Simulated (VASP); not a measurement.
Write the native input for VASP 6.6.1 that does the following.

```
Task                   : single point
Functional             : r2SCAN
Potentials or basis    : VASP PAW PBE potentials, release 64 (Al, Ru_pv)
Cutoff                 : 520 eV
k mesh                 : 18 × 18 × 18
Occupations            : gaussian, width 0.15 eV
Spin                   : no spin polarisation
Dipole correction      : no
Further INCAR settings : ALGO = Normal; EDIFF = 1e-06; NBANDS = 16
```

The system is AlRu.

```
Al Ru
1.0
     2.81520    0.00000    0.00000
     0.00000    2.81520    0.00000
     0.00000    0.00000    3.37824
Al Ru
1 1
Cartesian
  0.0000 0.0000 0.0000
  1.4076 1.4076 1.6891
```

This cell differs from its parent crystal: ratio of the length along z to the lengths across it x 1.2, volume and fractional coordinates fixed.

One way to write it, as run:

POSCAR

```
AlRu
1.0
    2.8152033840      0.0000000000      0.0000000000
    0.0000000000      2.8152033840      0.0000000000
    0.0000000000      0.0000000000      3.3782440608
Al Ru
1 1
Direct
    0.0000000000      0.0000000000      0.0000000000
    0.5000000000      0.5000000000      0.5000000000
```

INCAR.step1

```
ALGO     = Normal         # electronic algorithm
EDIFF    = 1E-4           # SCF threshold, eV
ENCUT    = 520            # plane-wave cutoff, eV
GGA      = PE             # functional
ISMEAR   = 0              # smearing method
LASPH    = T              # aspherical terms in the spheres
LCHARG   = F              # write CHGCAR
LREAL    = F              # projectors in reciprocal space
LWAVE    = T              # write WAVECAR
NBANDS   = 16             # bands
NELM     = 60             # most SCF steps
PREC     = Accurate       # precision mode
SIGMA    = 0.15           # smearing width, eV
```

INCAR.step2

```
ALGO     = Normal         # electronic algorithm
EDIFF    = 1E-6           # SCF threshold, eV
ENCUT    = 520            # plane-wave cutoff, eV
ISIF     = 2              # what is computed and relaxed
ISMEAR   = 0              # smearing method
ISTART   = 1            
LASPH    = T              # aspherical terms in the spheres
LCHARG   = F              # write CHGCAR
LMIXTAU  = T            
LREAL    = F              # projectors in reciprocal space
LWAVE    = F              # write WAVECAR
METAGGA  = R2SCAN         # meta-GGA
NBANDS   = 16             # bands
NELM     = 60             # most SCF steps
PREC     = Accurate       # precision mode
SIGMA    = 0.15           # smearing width, eV
```

KPOINTS

```
k-points
0
Gamma
  18 18 18
```

Potentials or basis: VASP PAW PBE potentials, release 64 (Al, Ru_pv).

Command:

```sh
$ cat potpaw_PBE.64/Al/POTCAR potpaw_PBE.64/Ru_pv/POTCAR > POTCAR
$ cp INCAR.step1 INCAR
$ mpirun -np 1 vasp_std > vasp.out
$ cp INCAR.step2 INCAR
$ mpirun -np 1 vasp_std > vasp.out
```

It gave:

```
Pressure               : 1.5 GPa
Band gap on the k mesh : zero (an odd number of electrons rules out a gap without spin polarisation)
```

Caveat: the stress differs along the axes, from -18 to 11 GPa; the PAW data sets were made with another functional, which shifts forces and pressure a little.

Wall time 12 min on 1 thread of Intel(R) Xeon(R) Platinum 8175M CPU @ 2.50GHz (Skylake/Cascade Lake), on a shared host, peak memory 0.34 GiB.
